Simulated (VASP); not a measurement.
# Te (Im-3m) in VASP: further runs

Te is run at these levels: r2SCAN; tasks: single point, relaxation of cell and atoms.

Everything below comes from runs of VASP 6.6.1. Logs are shortened: lines on timing, memory, paths and dates and some standing lists are left out, and cuts for length are marked.

## (1) The cell of the first run

The structure is cubic, space group Im-3m (No. 229). Conventional cell: a = 3.900 Å, b = 3.900 Å, c = 3.900 Å, α = 90.00°, β = 90.00°, γ = 90.00°. Within 4.4 Å of Te (site symmetry m-3m) lie 14 Te at 3.38 to 3.90 Å.

This isn't the form of Te at room conditions, which is trigonal, of chains.

## (2) Single point, r2SCAN (29.66 Å³/atom)

POSCAR reads:

```
Te
1.0
   -1.9499513426      1.9499513426      1.9499513426
    1.9499513426     -1.9499513426      1.9499513426
    1.9499513426      1.9499513426     -1.9499513426
Te
1
Direct
    0.0000000000      0.0000000000      0.0000000000
```

INCAR.step1 reads:

```
SYSTEM = Te
PREC = Accurate ; ENCUT = 520
ISMEAR = -1 ; SIGMA = 0.1
LREAL = .FALSE. ; LASPH = .TRUE.
NELM = 60 ; NBANDS = 9
GGA = PE ; ALGO = Normal
EDIFF = 1E-4 ; LWAVE = .TRUE.
LCHARG = .FALSE.
```

INCAR.step2 reads:

```
SYSTEM = Te
PREC = Accurate ; ENCUT = 520
EDIFF = 1E-7 ; ISMEAR = -1
SIGMA = 0.1 ; LREAL = .FALSE.
LASPH = .TRUE. ; NELM = 60
ALGO = Normal ; ISIF = 2
LWAVE = .FALSE. ; LCHARG = .FALSE.
METAGGA = R2SCAN ; LMIXTAU = .TRUE.
NBANDS = 9 ; ISTART = 1
```

KPOINTS reads:

```
regular mesh
0
G
  13 13 13
  0 0 0
```

Potentials or basis: VASP PAW PBE potentials, release 64 (Te).

The run is started by

```sh
> cat potpaw_PBE.64/Te/POTCAR > POTCAR
> cp INCAR.step1 INCAR
> mpirun -np 1 vasp_std > vasp.out
> cp INCAR.step2 INCAR
> mpirun -np 1 vasp_std > vasp.out
```

OUTCAR:

```text
SYSTEM = Te
   PREC = Accurate
   ENCUT = 520
   EDIFF = 1E-7
   ISMEAR = -1
   LREAL = .FALSE.
   LASPH = .TRUE.
   NELM = 60
   ISIF = 2
   METAGGA = R2SCAN
   ISTART = 1

 ion  position               nearest neighbor table
   1  0.000  0.000  0.000-

  LATTYP: Found a body centered cubic cell.
 ALAT       =     3.8999026852

  Lattice vectors:

 A1 = (  -1.9499513426,   1.9499513426,   1.9499513426)
 A2 = (   1.9499513426,  -1.9499513426,   1.9499513426)
 A3 = (   1.9499513426,   1.9499513426,  -1.9499513426)

Analysis of symmetry for initial positions (statically):
=====================================================================
 Subroutine PRICEL returns:
 Original cell was already a primitive cell.

 Routine SETGRP: Setting up the symmetry group for a
 body centered cubic supercell.

 Subroutine GETGRP returns: Found 48 space group operations
 (whereof 48 operations were pure point group operations)
 out of a pool of 48 trial point group operations.

The static configuration has the point symmetry O_h .

Analysis of symmetry for dynamics (positions and initial velocities):
=====================================================================
 Subroutine PRICEL returns:
 Original cell was already a primitive cell.

 Routine SETGRP: Setting up the symmetry group for a
 body centered cubic supercell.

 Subroutine GETGRP returns: Found 48 space group operations
 (whereof 48 operations were pure point group operations)
 out of a pool of 48 trial point group operations.

The dynamic configuration has the point symmetry O_h .

 Subroutine INISYM returns: Found 48 space group operations
 (whereof 48 operations are pure point group operations),
 and found     1 'primitive' translations

----------------------------------------------------------------------------------------

                                     Primitive cell

  volume of cell :      29.6573

  direct lattice vectors                    reciprocal lattice vectors
    -1.949951343  1.949951343  1.949951343     0.000000000  0.256416655  0.256416655
     1.949951343 -1.949951343  1.949951343     0.256416655  0.000000000  0.256416655
     1.949951343  1.949951343 -1.949951343     0.256416655  0.256416655  0.000000000

  length of vectors
     3.377414798  3.377414798  3.377414798     0.362627911  0.362627911  0.362627911

  position of ions in fractional coordinates (direct lattice)
     0.000000000  0.000000000  0.000000000

  ion indices of the primitive-cell ions
   primitive index   ion index
[... 77 lines left out ...]
   IBRION =     -1    ionic relax: 0-MD 1-quasi-New 2-CG
   NFREE  =      0    steps in history (QN), initial steepest desc. (CG)
   ISIF   =      2    stress and relaxation
   ISYM   =      2    0-nonsym 1-usesym 2-fastsym
   POTIM  = 0.5000    time-step for ionic-motion
   TEBEG  =    0.0;   TEEND  =   0.0 temperature during run
   PSTRESS=    0.0 pullay stress
   NELECT =       6.0000    total number of electrons
   NUPDOWN=      -1.0000    fix difference up-down
   EMIN   =  10.00;   EMAX   =-10.00  energy-range for DOS
   EFERMI =   0.00;   METHOD = LEGACY
   ISMEAR =    -1;   SIGMA  =   0.10  broadening in eV -4-tet -1-fermi 0-gaus
   EFERMI_NEDOS =   21; number of points for ismear=-14 and -15
   IALGO  =     38    algorithm
   IMIX   =      4    mixing-type and parameters
     AMIX     =   0.40;   BMIX     =  1.00
     AMIX_MAG =   1.60;   BMIX_MAG =  1.00
  volume/ion in A,a.u.               =      29.66       200.14
  Fermi-wavevector in a.u.,A,eV,Ry     =   0.961055  1.816130 12.566699  0.923626
  Thomas-Fermi vector in A             =   2.090393
   LORBIT       =      0    0 simple, 1 ext, 2 COOP (PROOUT), +10 PAW based schemes
   METAGGA = R2SCAN    functional components
   LHFCALC =     F    Hartree Fock is set to
   AEXX    =    0.0000 exact exchange contribution
   IVDW    =     0    specifies the selected vdW correction
   LEPSILON=     F    determine dielectric tensor
   LRPA    =     F    only Hartree local field effects (RPA)
 non-spin polarized calculation
  energy-cutoff  :      520.00
  volume of cell :       29.66
 maximum number of plane-waves:       811
 NGX is ok and might be reduce to    28
   NGX = 13   NGY = 13   NGZ = 13

 number of electron       5.9999999 magnetization

 Free energy of the ion-electron system (eV)
  ---------------------------------------------------
  ext. energy  EPLUGINS =         0.00000000
  ---------------------------------------------------
  free energy    TOTEN  =       -25.03139675 eV

  energy without entropy =      -25.00930486  energy(sigma->0) =      -25.02035081

 E-fermi :   7.1838     XC(G=0): -10.3499

 val. band max:        7.1421688919   @ k =   0.4615   0.0000   0.0000
 cond. band min:       7.2074906077   @ k =  -0.2308   0.3077   0.0769
 fundamental gap:      0.0653217158
 Fermi energy:         7.1838147250

 k-point     1 :       0.0000    0.0000    0.0000
  band No.  band energies     occupation
      1      -6.9551      2.00000
      2      10.0625      0.00000
      3      10.0625      0.00000
      4      10.0625      0.00000
      5      17.3534      0.00000
      6      17.3534      0.00000
      7      17.3534      0.00000
      8      17.7167      0.00000
      9      19.9965      0.00000
[... 265 lines left out ...]
 k-point    24 :       0.2308    0.0769    0.0769
  band No.  band energies     occupation
      1      -5.1639      2.00000
      2       3.9229      2.00000
      3       7.1387      1.22202
      4       8.4580      0.00001
      5      15.3744      0.00000
      6      15.6466      0.00000
      7      19.8135      0.00000
      8      20.0428      0.00000
      9      20.9573      0.00000

 [... further k-points ...]

------------------------ aborting loop because EDIFF is reached ----------------------------------------

  FORCE on cell =-STRESS in cart. coord.  units (eV):
  Direction    XX          YY          ZZ          XY          YZ          ZX
  --------------------------------------------------------------------------------------
  -------------------------------------------------------------------------------------
  Total       -0.3816283     -0.3816283     -0.3816283      0.0000000     -0.0000000     -0.0000000
  in kB      -20.6167337    -20.6167337    -20.6167337      0.0000000     -0.0000000     -0.0000000
  external PRESSURE =     -20.6167337 kB  Pullay stress =       0.0000000 kB

 VOLUME and BASIS-vectors are now :
 -----------------------------------------------------------------------------
  energy-cutoff  :      520.00
  volume of cell :       29.66
      direct lattice vectors                 reciprocal lattice vectors
    -1.949951343  1.949951343  1.949951343     0.000000000  0.256416655  0.256416655
     1.949951343 -1.949951343  1.949951343     0.256416655  0.000000000  0.256416655
     1.949951343  1.949951343 -1.949951343     0.256416655  0.256416655  0.000000000

 POSITION                                       TOTAL-FORCE (eV/Angst)
 -----------------------------------------------------------------------------------
      0.00000      0.00000      0.00000         0.000000      0.000000      0.000000
 -----------------------------------------------------------------------------------
    total drift:                               -0.000000      0.000000      0.000000

  FREE ENERGIE OF THE ION-ELECTRON SYSTEM (eV)
  ---------------------------------------------------
  free  energy   TOTEN  =       -25.0313967500 eV

  energy  without entropy=      -25.0093048615  energy(sigma->0) =      -25.02035081
```

OUTCAR.step1:

```text
SYSTEM = Te
   PREC = Accurate
   ENCUT = 520
   ISMEAR = -1
   LREAL = .FALSE.
   LASPH = .TRUE.
[... 505 lines left out ...]
 -----------------------------------------------------------------------------------
      0.00000      0.00000      0.00000        -0.000000      0.000000      0.000000
 -----------------------------------------------------------------------------------
    total drift:                               -0.000000      0.000000      0.000000

  FREE ENERGIE OF THE ION-ELECTRON SYSTEM (eV)
  ---------------------------------------------------
  free  energy   TOTEN  =        -2.8451175417 eV

  energy  without entropy=       -2.8210394181  energy(sigma->0) =       -2.83307848
```

OSZICAR.step1:

```text
N       E                     dE             d eps       ncg     rms          rms(c)
DAV:   1     0.938081608039E+01    0.93808E+01   -0.23345E+03  1520   0.511E+02
DAV:   2    -0.256357140710E+01   -0.11944E+02   -0.11563E+02  2017   0.657E+01
DAV:   3    -0.284420281614E+01   -0.28063E+00   -0.27906E+00  1972   0.102E+01
DAV:   4    -0.284555777292E+01   -0.13550E-02   -0.13548E-02  2017   0.825E-01
DAV:   5    -0.284556607546E+01   -0.83025E-05   -0.83023E-05  1919   0.528E-02    0.587E+00
DAV:   6    -0.284474648014E+01    0.81960E-03   -0.30899E-03  1772   0.283E-01    0.362E+00
DAV:   7    -0.284513414062E+01   -0.38766E-03   -0.68507E-03  1719   0.420E-01    0.205E-01
DAV:   8    -0.284511754173E+01    0.16599E-04   -0.23493E-04  1664   0.887E-02
   1 F= -.28451175E+01 E0= -.28330785E+01  d E =-.240781E-01
```

It took 42 s on 1 thread of Intel Xeon 6975P-C (Granite Rapids), shared host; peak memory 0.17 GiB.

Results:

```
Free energy            : -25.0314 eV
Pressure               : -2.1 GPa
Band gap on the k mesh : zero (bands 3 and 4 overlap by 5.86 eV)
```

Caveat: the PAW data sets were made with another functional, which shifts forces and pressure a little; spin-orbit coupling is left out, which moves the levels of the heavy elements.

## (3) Single point, r2SCAN (30.80 Å³/atom)

This run uses another cell than the first one, of 30.80 Å³/atom.

POSCAR reads:

```
Te
1.0
   -1.9746368916      1.9746368916      1.9746368916
    1.9746368916     -1.9746368916      1.9746368916
    1.9746368916      1.9746368916     -1.9746368916
Te
1
Direct
    0.0000000000      0.0000000000      0.0000000000
```

INCAR.step1 reads:

```
SYSTEM = Te
ALGO     = Normal         ! electronic algorithm
EDIFF    = 1E-4           ! SCF threshold, eV
ENCUT    = 520            ! plane-wave cutoff, eV
GGA      = PE             ! functional
ISMEAR   = -1             ! smearing method
LASPH    = .True.         ! aspherical terms in the spheres
LCHARG   = .False.        ! write CHGCAR
LREAL    = .False.        ! projectors in reciprocal space
LWAVE    = .True.         ! write WAVECAR
NBANDS   = 9              ! bands
NELM     = 60             ! most SCF steps
PREC     = Accurate       ! precision mode
SIGMA    = 0.1            ! smearing width, eV
```

INCAR.step2 reads:

```
SYSTEM = Te
ALGO     = Normal         ! electronic algorithm
EDIFF    = 1E-7           ! SCF threshold, eV
ENCUT    = 520            ! plane-wave cutoff, eV
ISIF     = 2              ! what is computed and relaxed
ISMEAR   = -1             ! smearing method
ISTART   = 1            
LASPH    = .True.         ! aspherical terms in the spheres
LCHARG   = .False.        ! write CHGCAR
LMIXTAU  = .True.       
LREAL    = .False.        ! projectors in reciprocal space
LWAVE    = .False.        ! write WAVECAR
METAGGA  = R2SCAN         ! meta-GGA
NBANDS   = 9              ! bands
NELM     = 60             ! most SCF steps
PREC     = Accurate       ! precision mode
SIGMA    = 0.1            ! smearing width, eV
```

KPOINTS reads:

```
k-points
0
Gamma
  13 13 13
  0 0 0
```

Potentials or basis: VASP PAW PBE potentials, release 64 (Te).

The run is started by

```sh
> cat potpaw_PBE.64/Te/POTCAR > POTCAR
> cp INCAR.step1 INCAR
> mpirun -np 1 vasp_std > vasp.out
> cp INCAR.step2 INCAR
> mpirun -np 1 vasp_std > vasp.out
```

OUTCAR:

```text
SYSTEM = Te
   EDIFF = 1E-7
   ENCUT = 520
   ISIF = 2
   ISMEAR = -1
   ISTART = 1
   LASPH = .True.
   LREAL = .False.
   METAGGA = R2SCAN
   NELM = 60
   PREC = Accurate

 ion  position               nearest neighbor table
   1  0.000  0.000  0.000-

  LATTYP: Found a body centered cubic cell.
 ALAT       =     3.9492737832

  Lattice vectors:

 A1 = (  -1.9746368916,   1.9746368916,   1.9746368916)
 A2 = (   1.9746368916,  -1.9746368916,   1.9746368916)
 A3 = (   1.9746368916,   1.9746368916,  -1.9746368916)

Analysis of symmetry for initial positions (statically):
=====================================================================
 Subroutine PRICEL returns:
 Original cell was already a primitive cell.

 Routine SETGRP: Setting up the symmetry group for a
 body centered cubic supercell.

 Subroutine GETGRP returns: Found 48 space group operations
 (whereof 48 operations were pure point group operations)
 out of a pool of 48 trial point group operations.

The static configuration has the point symmetry O_h .

Analysis of symmetry for dynamics (positions and initial velocities):
=====================================================================
 Subroutine PRICEL returns:
 Original cell was already a primitive cell.

 Routine SETGRP: Setting up the symmetry group for a
 body centered cubic supercell.

 Subroutine GETGRP returns: Found 48 space group operations
 (whereof 48 operations were pure point group operations)
 out of a pool of 48 trial point group operations.

The dynamic configuration has the point symmetry O_h .

 Subroutine INISYM returns: Found 48 space group operations
 (whereof 48 operations are pure point group operations),
 and found     1 'primitive' translations

----------------------------------------------------------------------------------------

                                     Primitive cell

  volume of cell :      30.7979

[... 108 lines left out ...]
  Fermi-wavevector in a.u.,A,eV,Ry     =   0.949040  1.793426 12.254462  0.900678
  Thomas-Fermi vector in A             =   2.077286
   LORBIT       =      0    0 simple, 1 ext, 2 COOP (PROOUT), +10 PAW based schemes
   METAGGA = R2SCAN    functional components
   LHFCALC =     F    Hartree Fock is set to
   AEXX    =    0.0000 exact exchange contribution
   IVDW    =     0    specifies the selected vdW correction
   LEPSILON=     F    determine dielectric tensor
   LRPA    =     F    only Hartree local field effects (RPA)
 non-spin polarized calculation
  energy-cutoff  :      520.00
  volume of cell :       30.80
 maximum number of plane-waves:       847
 NGX is ok and might be reduce to    28
   NGX = 13   NGY = 13   NGZ = 13

 number of electron       6.0000000 magnetization

 Free energy of the ion-electron system (eV)
  ---------------------------------------------------
  ext. energy  EPLUGINS =         0.00000000
  ---------------------------------------------------
  free energy    TOTEN  =       -25.01076747 eV

  energy without entropy =      -24.98760025  energy(sigma->0) =      -24.99918386

 E-fermi :   6.6831     XC(G=0): -10.1706

 val. band max:        6.6651654701   @ k =   0.2308   0.2308   0.0769
 cond. band min:       6.7044095365   @ k =  -0.2308   0.3077   0.0769
 fundamental gap:      0.0392440664
 Fermi energy:         6.6830953637

 k-point     1 :       0.0000    0.0000    0.0000
  band No.  band energies     occupation
      1      -7.1677      2.00000
      2       9.3671      0.00000
      3       9.3671      0.00000
      4       9.3671      0.00000
      5      16.7655      0.00000
      6      16.7799      0.00000
      7      16.7799      0.00000
      8      16.7799      0.00000
      9      19.3813      0.00000
[... 265 lines left out ...]
 k-point    24 :       0.2308    0.0769    0.0769
  band No.  band energies     occupation
      1      -5.4768      2.00000
      2       3.5172      2.00000
      3       6.6434      1.19591
      4       7.9071      0.00001
      5      14.7711      0.00000
      6      15.0674      0.00000
      7      19.2373      0.00000
      8      19.3403      0.00000
      9      20.2207      0.00000

 [... further k-points ...]

------------------------ aborting loop because EDIFF is reached ----------------------------------------

  FORCE on cell =-STRESS in cart. coord.  units (eV):
  Direction    XX          YY          ZZ          XY          YZ          ZX
  --------------------------------------------------------------------------------------
  -------------------------------------------------------------------------------------
  Total       -0.7102254     -0.7102254     -0.7102254      0.0000000      0.0000000     -0.0000000
  in kB      -36.9474992    -36.9474992    -36.9474992      0.0000000      0.0000000     -0.0000000
  external PRESSURE =     -36.9474992 kB  Pullay stress =       0.0000000 kB

 VOLUME and BASIS-vectors are now :
 -----------------------------------------------------------------------------
  energy-cutoff  :      520.00
  volume of cell :       30.80
      direct lattice vectors                 reciprocal lattice vectors
    -1.974636892  1.974636892  1.974636892     0.000000000  0.253211110  0.253211110
     1.974636892 -1.974636892  1.974636892     0.253211110  0.000000000  0.253211110
     1.974636892  1.974636892 -1.974636892     0.253211110  0.253211110  0.000000000

 POSITION                                       TOTAL-FORCE (eV/Angst)
 -----------------------------------------------------------------------------------
      0.00000      0.00000      0.00000        -0.000000     -0.000000      0.000000
 -----------------------------------------------------------------------------------
    total drift:                               -0.000000      0.000000     -0.000000

  FREE ENERGIE OF THE ION-ELECTRON SYSTEM (eV)
  ---------------------------------------------------
  free  energy   TOTEN  =       -25.0107674678 eV

  energy  without entropy=      -24.9876002505  energy(sigma->0) =      -24.99918386
```

OUTCAR.step1:

```text
SYSTEM = Te
   EDIFF = 1E-4
   ENCUT = 520
   GGA = PE
   ISMEAR = -1
   LASPH = .True.
   LREAL = .False.
[... 504 lines left out ...]
 -----------------------------------------------------------------------------------
      0.00000      0.00000      0.00000        -0.000000      0.000000     -0.000000
 -----------------------------------------------------------------------------------
    total drift:                                0.000000      0.000000      0.000000

  FREE ENERGIE OF THE ION-ELECTRON SYSTEM (eV)
  ---------------------------------------------------
  free  energy   TOTEN  =        -2.8246947689 eV

  energy  without entropy=       -2.7992640415  energy(sigma->0) =       -2.81197941
```

OSZICAR.step1:

```text
N       E                     dE             d eps       ncg     rms          rms(c)
DAV:   1     0.103948082044E+02    0.10395E+02   -0.22798E+03  1512   0.505E+02
DAV:   2    -0.248857604582E+01   -0.12883E+02   -0.12624E+02  2046   0.683E+01
DAV:   3    -0.282385758080E+01   -0.33528E+00   -0.32818E+00  1855   0.107E+01
DAV:   4    -0.282575395760E+01   -0.18964E-02   -0.18962E-02  2086   0.100E+00
DAV:   5    -0.282576541761E+01   -0.11460E-04   -0.11460E-04  1854   0.647E-02    0.541E+00
DAV:   6    -0.282444473604E+01    0.13207E-02   -0.36982E-03  1780   0.304E-01    0.335E+00
DAV:   7    -0.282472030146E+01   -0.27557E-03   -0.81419E-03  1721   0.450E-01    0.221E-01
DAV:   8    -0.282469476886E+01    0.25533E-04   -0.30050E-04  1661   0.976E-02
   1 F= -.28246948E+01 E0= -.28119794E+01  d E =-.254307E-01
```

Run time: 39 s. Hardware: 1 thread of Intel Xeon 6975P-C (Granite Rapids), shared host; peak memory 0.17 GiB.

Results:

```
Free energy            : -25.0108 eV
Pressure               : -3.7 GPa
Band gap on the k mesh : zero (bands 3 and 4 overlap by 5.54 eV)
```

Levels at points of the mesh, in eV from the Fermi level:
```csv
k point,band 1,band 2,band 3,band 4,band 5,band 6,band 7,band 8
"(0.00, 0.00, 0.00)",-13.85,2.68,2.68,2.68,10.08,10.10,10.10,10.10
```

Caveat: the cell stands under tension; the PAW data sets were made with another functional, which shifts forces and pressure a little; spin-orbit coupling is left out, which moves the levels of the heavy elements.

(Continued in part 2 of 2.)
